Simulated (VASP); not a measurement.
# Zn18HO18 (a cell with a defect) in VASP: single point with PBE

Aim: the single point of Zn18HO18 (a cell with a defect) with PBE.

All numbers are computed with VASP 6.6.1; they aren't measurements. Logs are shortened: lines on timing, memory, paths and dates and some standing lists are left out, and cuts for length are marked.

### 1 The cell of the first run

The cell holds a defect, 37 atoms: a = 7.764 Å, b = 7.764 Å, c = 7.764 Å, α = 78.63°, β = 78.63°, γ = 78.63°.

### 2 Single point, PBE

INCAR reads:

```
ALGO = Normal
EDIFF = 1E-7
ENCUT = 520
GGA = PE
ISIF = 2
ISMEAR = 0
LASPH = True
LCHARG = True
LELF = True
LREAL = Auto
LVHAR = True
LWAVE = False
NBANDS = 186
NELECT = 324.0
NELM = 60
PREC = Accurate
SIGMA = 0.02
```

KPOINTS reads:

```
Automatic mesh
0
Gamma
  2 2 2
  0.5 0.5 0.5
```

POSCAR reads:

```
Zn18HO18
1.0
   -0.0000000001     -5.6800656690     -5.2931776513
   -4.9190811645      2.8400328345     -5.2931776513
    4.9190811645      2.8400328344     -5.2931776513
Zn O H
18 18 1
Direct
    0.3822727787      0.0513417249      0.0523174866
    0.0516575936      0.3822613352      0.0523357348
    0.3845763184      0.7202398303      0.3849833176
    0.3863106647      0.3859556404      0.7188041552
    0.0609359803      0.0607404443      0.4011673545
    0.7187171583      0.7184515943      0.0496430945
    0.7205418664      0.3843631987      0.3850094053
    0.0553622034      0.7178337417      0.7173177038
    0.7180610252      0.0550721032      0.7173860193
    0.4409692794      0.4408878478      0.1047116673
    0.1211355470      0.7492368171      0.0971052352
    0.4400938667      0.1098447278      0.4416308487
    0.4400486248      0.7752909740      0.7753868729
    0.1100476243      0.4401288172      0.4414924125
    0.7487722288      0.1212052434      0.0971378177
    0.7532403138      0.7531423526      0.4655368488
    0.1079952152      0.1078904152      0.7734615292
    0.7756593986      0.4397735036      0.7754258164
    0.2563570200      0.9242935213      0.9266991359
    0.9244329641      0.2560631453      0.9270490373
    0.2626483010      0.5894459010      0.2611910997
    0.2586845122      0.2586566642      0.5940614036
    0.9552437339      0.9552932984      0.2217348261
    0.5927560620      0.5924860224      0.9240440369
    0.5893930297      0.2625681951      0.2614290543
    0.9280549917      0.5932277799      0.5909801471
    0.5933666186      0.9279155722      0.5909839830
    0.3139976089      0.3137339088      0.9810003986
    0.9794270053      0.6433212851      0.9783012313
    0.3167071459      0.9820330444      0.3152670256
    0.3167541922      0.6486469374      0.6470631009
    0.9822943343      0.3165639063      0.3152340954
    0.6434053038      0.9791760861      0.9783339479
    0.6495907487      0.6493781998      0.3121216580
    0.9794693083      0.9792424444      0.6514618057
    0.6489967056      0.3164613983      0.6471531356
    1.0270039668      1.0280624100      1.1266692899
```

Potentials or basis: VASP PAW PBE potentials, release 64 (Zn, O, H).

Command:

```
> cat potpaw_PBE.64/Zn/POTCAR potpaw_PBE.64/O/POTCAR potpaw_PBE.64/H/POTCAR > POTCAR
> mpirun -np 1 vasp_std > vasp.out
```

OUTCAR:

```text
EDIFF = 1E-7
   ENCUT = 520
   GGA = PE
   ISIF = 2
   ISMEAR = 0
   LASPH = True
   LREAL = Auto
   NELECT = 324.0
   NELM = 60
   PREC = Accurate

 ion  position               nearest neighbor table
   1  0.382  0.051  0.052-  33 1.99  30 2.00  28 2.00  19 2.00
   2  0.052  0.382  0.052-  29 1.99  32 2.00  28 2.00  20 2.00
   3  0.385  0.720  0.385-  30 1.99  31 1.99  21 1.99  34 2.02
   4  0.386  0.386  0.719-  28 2.00  36 2.00  31 2.00  22 2.01
   5  0.061  0.061  0.401-  35 1.94  30 1.98  32 1.98  23 2.11
   6  0.719  0.718  0.050-  29 1.99  33 1.99  34 1.99  24 2.00
   7  0.721  0.384  0.385-  32 1.99  25 1.99  36 1.99  34 2.02
   8  0.055  0.718  0.717-  31 1.99  35 1.99  29 2.00  26 2.00
   9  0.718  0.055  0.717-  36 1.99  35 1.99  33 2.00  27 2.00
  10  0.441  0.441  0.105-  21 2.00  25 2.00  24 2.00  28 2.00
  11  0.121  0.749  0.097-  21 1.94  29 1.95  19 2.00  23 2.11
  12  0.440  0.110  0.442-  25 1.99  22 1.99  27 2.00  30 2.00
  13  0.440  0.775  0.775-  19 1.99  24 2.00  31 2.00  27 2.02
  14  0.110  0.440  0.441-  21 1.99  22 1.99  26 2.00  32 2.00
  15  0.749  0.121  0.097-  25 1.94  33 1.95  20 2.00  23 2.11
  16  0.753  0.753  0.466-  27 1.93  26 1.93  34 1.93
  17  0.108  0.108  0.773-  22 1.98  19 2.00  20 2.00  35 2.01
  18  0.776  0.440  0.775-  20 1.99  24 2.00  36 2.00  26 2.02
  19  0.256  0.924  0.927-  13 1.99  17 2.00  11 2.00   1 2.00
  20  0.924  0.256  0.927-  18 1.99  17 2.00  15 2.00   2 2.00
  21  0.263  0.589  0.261-  11 1.94  14 1.99   3 1.99  10 2.00
  22  0.259  0.259  0.594-  17 1.98  12 1.99  14 1.99   4 2.01
[... 12 lines left out ...]
  35  0.979  0.979  0.651-   5 1.94   9 1.99   8 1.99  17 2.01
  36  0.649  0.316  0.647-   9 1.99   7 1.99   4 2.00  18 2.00
  37  0.027  0.028  0.127-  23 0.99

  LATTYP: Found a trigonal (rhomboedric) cell.
 ALAT       =     7.7640759690
 COS(alpha) =     0.1971795618

  Lattice vectors:

 A1 = (  -0.0000000001,  -5.6800656690,  -5.2931776513)
 A2 = (  -4.9190811645,   2.8400328345,  -5.2931776513)
 A3 = (   4.9190811645,   2.8400328344,  -5.2931776513)

Analysis of symmetry for initial positions (statically):
=====================================================================
 Subroutine PRICEL returns:
 Original cell was already a primitive cell.

 Routine SETGRP: Setting up the symmetry group for a
 trigonal (rhombohedral) supercell.

 Subroutine GETGRP returns: Found  1 space group operations
 (whereof  1 operations were pure point group operations)
 out of a pool of 12 trial point group operations.

The static configuration has the point symmetry C_1 .

Analysis of symmetry for dynamics (positions and initial velocities):
=====================================================================
 Subroutine PRICEL returns:
 Original cell was already a primitive cell.

 Routine SETGRP: Setting up the symmetry group for a
 trigonal (rhombohedral) supercell.

 Subroutine GETGRP returns: Found  1 space group operations
 (whereof  1 operations were pure point group operations)
 out of a pool of 12 trial point group operations.

The dynamic configuration has the point symmetry C_1 .

 Subroutine INISYM returns: Found  1 space group operations
 (whereof  1 operations are pure point group operations),
 and found     1 'primitive' translations

----------------------------------------------------------------------------------------

                                     Primitive cell

  volume of cell :     443.6853

  direct lattice vectors                    reciprocal lattice vectors
    -0.000000000 -5.680065669 -5.293177651    -0.000000000 -0.117369535 -0.062974144
    -4.919081164  2.840032835 -5.293177651    -0.101644999  0.058684768 -0.062974144
     4.919081164  2.840032834 -5.293177651     0.101644999  0.058684768 -0.062974144

  length of vectors
     7.764075969  7.764075969  7.764075969     0.133196661  0.133196661  0.133196661

  position of ions in fractional coordinates (direct lattice)
     0.382272779  0.051341725  0.052317487
     0.051657594  0.382261335  0.052335735
     0.384576318  0.720239830  0.384983318
     0.386310665  0.385955640  0.718804155
     0.060935980  0.060740444  0.401167354
     0.718717158  0.718451594  0.049643094
[... 29 lines left out ...]
     0.648996706  0.316461398  0.647153136
     0.027003967  0.028062410  0.126669290

  ion indices of the primitive-cell ions
   primitive index   ion index
                 1           1
                 2           2
                 3           3
                 4           4
                 5           5
                 6           6
[... 29 lines left out ...]
                36          36
                37          37

----------------------------------------------------------------------------------------

 KPOINTS: Automatic mesh

Automatic generation of k-mesh.
 Grid dimensions read from file:
 generate k-points for:    2    2    2

 Generating k-lattice:

  Cartesian coordinates                     Fractional coordinates (reciprocal lattice)
    -0.000000000 -0.058684768 -0.031487072     0.500000000  0.000000000  0.000000000
    -0.050822499  0.029342384 -0.031487072     0.000000000  0.500000000  0.000000000
     0.050822499  0.029342384 -0.031487072     0.000000000  0.000000000  0.500000000

  Length of vectors
     0.066598331  0.066598331  0.066598331

  Shift w.r.t. Gamma in fractional coordinates (k-lattice)
     0.500000000  0.500000000  0.500000000

 Subroutine IBZKPT returns following result:
 ===========================================

 Found      4 irreducible k-points:

 Following reciprocal coordinates:
            Coordinates               Weight
  0.250000  0.250000  0.250000      2.000000
 -0.250000  0.250000  0.250000      2.000000
  0.250000 -0.250000  0.250000      2.000000
  0.250000  0.250000 -0.250000      2.000000
   k-points           NKPTS =      4   k-points in BZ     NKDIM =      4   number of bands    NBANDS=    186
   number of dos      NEDOS =    301   number of ions     NIONS =     37
   total plane-waves  NPLWV = 216000
   dimension x,y,z NGX =    60 NGY =   60 NGZ =   60
   dimension x,y,z NGXF=   120 NGYF=  120 NGZF=  120
   ions per type =              18  18   1
   NGX,Y,Z   is equivalent  to a cutoff of  12.85, 12.85, 12.85 a.u.
   NGXF,Y,Z  is equivalent  to a cutoff of  25.69, 25.69, 25.69 a.u.
 SYSTEM =  unknown system
   PREC   = accura    normal or accurate (medium, high low for compatibility)
   ISTART =      0    job   : 0-new  1-cont  2-samecut
   ICHARG =      2    charge: 1-file 2-atom 10-const
   ISPIN  =      1    spin polarized calculation?
   LNONCOLLINEAR =      F non collinear calculations
   LSORBIT =      F    spin-orbit coupling
   LASPH  =      T    aspherical Exc in radial PAW
   ENCUT  =  520.0 eV  38.22 Ry    6.18 a.u.  14.44 14.44 14.44*2*pi/ulx,y,z
   NELM   =     60;   NELMIN=  2; NELMDL= -5     # of ELM steps
   EDIFF  = 0.1E-06   stopping-criterion for ELM
   LREAL  =      T    real-space projection
   EDIFFG = 0.1E-05   stopping-criterion for IOM
   NSW    =      0    number of steps for IOM
   IBRION =     -1    ionic relax: 0-MD 1-quasi-New 2-CG
   NFREE  =      0    steps in history (QN), initial steepest desc. (CG)
   ISIF   =      2    stress and relaxation
   ISYM   =      2    0-nonsym 1-usesym 2-fastsym
   POTIM  = 0.5000    time-step for ionic-motion
   TEBEG  =    0.0;   TEEND  =   0.0 temperature during run
   PSTRESS=    0.0 pullay stress
   NELECT =     324.0000    total number of electrons
   NUPDOWN=      -1.0000    fix difference up-down
   EMIN   =  10.00;   EMAX   =-10.00  energy-range for DOS
   EFERMI =   0.00;   METHOD = LEGACY
   ISMEAR =     0;   SIGMA  =   0.02  broadening in eV -4-tet -1-fermi 0-gaus
   EFERMI_NEDOS =   21; number of points for ismear=-14 and -15
   IALGO  =     38    algorithm
   IMIX   =      4    mixing-type and parameters
     AMIX     =   0.40;   BMIX     =  1.00
     AMIX_MAG =   1.60;   BMIX_MAG =  1.00
  volume/ion in A,a.u.               =      11.99        80.92
  Fermi-wavevector in a.u.,A,eV,Ry     =   1.474229  2.785888 29.570219  2.173350
  Thomas-Fermi vector in A             =   2.589025
   LORBIT       =      0    0 simple, 1 ext, 2 COOP (PROOUT), +10 PAW based schemes
   GGA     = PE    functional components
   LHFCALC =     F    Hartree Fock is set to
   AEXX    =    0.0000 exact exchange contribution
   IVDW    =     0    specifies the selected vdW correction
   LEPSILON=     F    determine dielectric tensor
   LRPA    =     F    only Hartree local field effects (RPA)
 non-spin polarized calculation
 Gauss-broadening in eV      SIGMA  =   0.02
  energy-cutoff  :      520.00
  volume of cell :      443.69
 maximum number of plane-waves:     11981
 NGX is ok and might be reduce to    60
   NGX = 29   NGY = 29   NGZ = 29

 number of electron     324.0000102 magnetization

 Free energy of the ion-electron system (eV)
  ---------------------------------------------------
  ext. energy  EPLUGINS =         0.00000000
  ---------------------------------------------------
  free energy    TOTEN  =      -165.73965451 eV

  energy without entropy =     -165.73965451  energy(sigma->0) =     -165.73965451

 E-fermi :   0.9164     XC(G=0): -10.7132

 val. band max:        0.8268308141   @ k =   0.2500   0.2500   0.2500
 cond. band min:       2.7632847785   @ k =   0.2500   0.2500   0.2500
 fundamental gap:      1.9364539644
 Fermi energy:         0.9164094534

 k-point     1 :       0.2500    0.2500    0.2500
  band No.  band energies     occupation
      1     -18.5003      2.00000
      2     -16.8083      2.00000
      3     -16.5412      2.00000
      4     -16.5168      2.00000
      5     -16.4334      2.00000
      6     -16.3985      2.00000
[... 166 lines left out ...]
    173       6.5442      0.00000
    174       7.5515      0.00000

 k-point     2 :      -0.2500    0.2500    0.2500
  band No.  band energies     occupation
      1     -18.5001      2.00000
      2     -16.7672      2.00000
      3     -16.5931      2.00000
      4     -16.5497      2.00000
      5     -16.4534      2.00000
      6     -16.4267      2.00000
[... 166 lines left out ...]
    173       6.9160      0.00000
    174       7.1141      0.00000

 k-point     3 :       0.2500   -0.2500    0.2500
  band No.  band energies     occupation
      1     -18.5001      2.00000
      2     -16.7673      2.00000
      3     -16.5930      2.00000
      4     -16.5497      2.00000
      5     -16.4537      2.00000
      6     -16.4262      2.00000
[... 166 lines left out ...]
    173       6.9157      0.00000
    174       7.1145      0.00000

 k-point     4 :       0.2500    0.2500   -0.2500
  band No.  band energies     occupation
      1     -18.5001      2.00000
      2     -16.7684      2.00000
      3     -16.5876      2.00000
      4     -16.5388      2.00000
      5     -16.4821      2.00000
      6     -16.4199      2.00000
[... 166 lines left out ...]
    173       6.9067      0.00000
    174       7.1525      0.00000
 [bands above 174 left out]

------------------------ aborting loop because EDIFF is reached ----------------------------------------

  FORCE on cell =-STRESS in cart. coord.  units (eV):
  Direction    XX          YY          ZZ          XY          YZ          ZX
  --------------------------------------------------------------------------------------
  -------------------------------------------------------------------------------------
  Total        0.0046029      0.9051461      1.5123891     -0.7486485     -0.2394529     -0.4200276
  in kB        0.0166215      3.2685428      5.4613380     -2.7034198     -0.8646805     -1.5167477
  external PRESSURE =       2.9155008 kB  Pullay stress =       0.0000000 kB

 VOLUME and BASIS-vectors are now :
 -----------------------------------------------------------------------------
  energy-cutoff  :      520.00
  volume of cell :      443.69
      direct lattice vectors                 reciprocal lattice vectors
    -0.000000000 -5.680065669 -5.293177651    -0.000000000 -0.117369535 -0.062974144
    -4.919081164  2.840032835 -5.293177651    -0.101644999  0.058684768 -0.062974144
     4.919081164  2.840032834 -5.293177651     0.101644999  0.058684768 -0.062974144

 POSITION                                       TOTAL-FORCE (eV/Angst)
 -----------------------------------------------------------------------------------
      0.00480     -1.87694     -2.57212        -0.005573      0.002202      0.000904
     -1.62293      0.94085     -2.57383        -0.001527     -0.005801      0.002736
     -1.64915      0.95445     -7.88577         0.002247     -0.004537      0.004831
      1.63731      0.94328     -7.89250        -0.000359      0.000807      0.003445
      1.67459      0.96571     -2.76751        -0.005925     -0.002453      0.018638
     -3.28992     -1.90095     -7.86996         0.000826      0.001861      0.015921
[... 29 lines left out ...]
      1.62670     -0.94965     -8.53584         0.002364     -0.001427     -0.006208
      0.48506      0.28606     -0.96196        -0.114180     -0.068020     -0.020996
 -----------------------------------------------------------------------------------
    total drift:                                0.004638      0.004142     -0.007382

  FREE ENERGIE OF THE ION-ELECTRON SYSTEM (eV)
  ---------------------------------------------------
  free  energy   TOTEN  =      -165.7396545145 eV

  energy  without entropy=     -165.7396545145  energy(sigma->0) =     -165.73965451
```

Run time: 18 min. Hardware: 1 thread of Oxide Virtual Turin-like, shared host; peak memory 0.58 GiB.

Results:

```yaml
Free_energy: -165.7397 eV
Largest_force: 0.135 eV/Å
```

Forces on the atoms (eV/Å):
```
Zn  -0.006  0.002  0.001
Zn  -0.002 -0.006  0.003
Zn   0.002 -0.005  0.005
Zn   0.000  0.001  0.003
Zn  -0.006 -0.002  0.019
Zn   0.001  0.002  0.016
Zn  -0.001  0.007  0.005
Zn   0.001 -0.007  0.001
Zn  -0.006  0.003  0.003
Zn  -0.002 -0.002 -0.003
Zn  -0.008  0.019 -0.018
Zn   0.004 -0.001 -0.009
Zn  -0.005 -0.009  0.006
Zn   0.002  0.003 -0.008
Zn   0.013 -0.020 -0.018
Zn  -0.006 -0.004 -0.017
Zn   0.000  0.001  0.000
Zn  -0.011  0.003  0.006
O    0.002  0.020 -0.010
O    0.018 -0.012 -0.007
O    0.015 -0.004 -0.008
O   -0.002 -0.002  0.001
O    0.096  0.056  0.027
O    0.003  0.001 -0.004
O    0.000  0.017 -0.009
O    0.016 -0.017 -0.013
O   -0.006  0.024 -0.013
O   -0.001  0.001 -0.003
O    0.000  0.006  0.024
O   -0.008 -0.007  0.000
O    0.001  0.005 -0.007
O   -0.006 -0.002  0.000
O    0.005 -0.003  0.026
O   -0.007 -0.006  0.022
O    0.017  0.010  0.008
O    0.002 -0.001 -0.006
H   -0.114 -0.068 -0.021
```

Caveat: the cell carries a net charge on a neutralising background, which shifts energy and pressure; the cell is charged against a uniform background, so pressure and absolute levels hang on convention.
